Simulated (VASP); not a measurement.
A run of VASP 6.6.1 is set up as follows.

INCAR

```
ALGO     = Normal         # electronic algorithm
EDIFF    = 1E-6           # SCF threshold, eV
ENCUT    = 600            # plane-wave cutoff, eV
GGA      = PE             # functional
GGA_COMPAT= False        
ISIF     = 2              # what is computed and relaxed
ISMEAR   = -1             # smearing method
LASPH    = True           # aspherical terms in the spheres
LCHARG   = True           # write CHGCAR
LELF     = True           # ELF
LREAL    = False          # projectors in reciprocal space
LVHAR    = True         
LWAVE    = False          # write WAVECAR
NBANDS   = 11             # bands
NELM     = 120            # most SCF steps
PREC     = Accurate       # precision mode
SIGMA    = 0.05           # smearing width, eV
```

The input KPOINTS:

```
k-points
0
Gamma
  7 7 7
```

Contents of POSCAR:

```
BeTe
1.0
    3.9173720000      0.0000000000      0.0000000000
    1.9586860000      3.3925436681      0.0000000000
    1.9586860000      1.1308478894      3.1985208442
Be Te
1 1
Direct
    0.0000000000      0.0000000000      0.0000000000
    0.2500000000      0.2500000000      0.2500000000
```

Potentials or basis: VASP PAW PBE potentials, release 64 (Be, Te).

Command:

```bash
$ cat potpaw_PBE.64/Be/POTCAR potpaw_PBE.64/Te/POTCAR > POTCAR
$ mpirun -np 1 vasp_std > vasp.out
```

Question: Predict the pressure.

Answer: 4.5 GPa.

Question: Predict the band gap on the k mesh.

Answer: 1.91 eV, indirect (least direct gap 3.56 eV).

Caveat: spin-orbit coupling is left out, which moves the levels of the heavy elements. As with any semilocal functional, this PBE gap is likely too small.
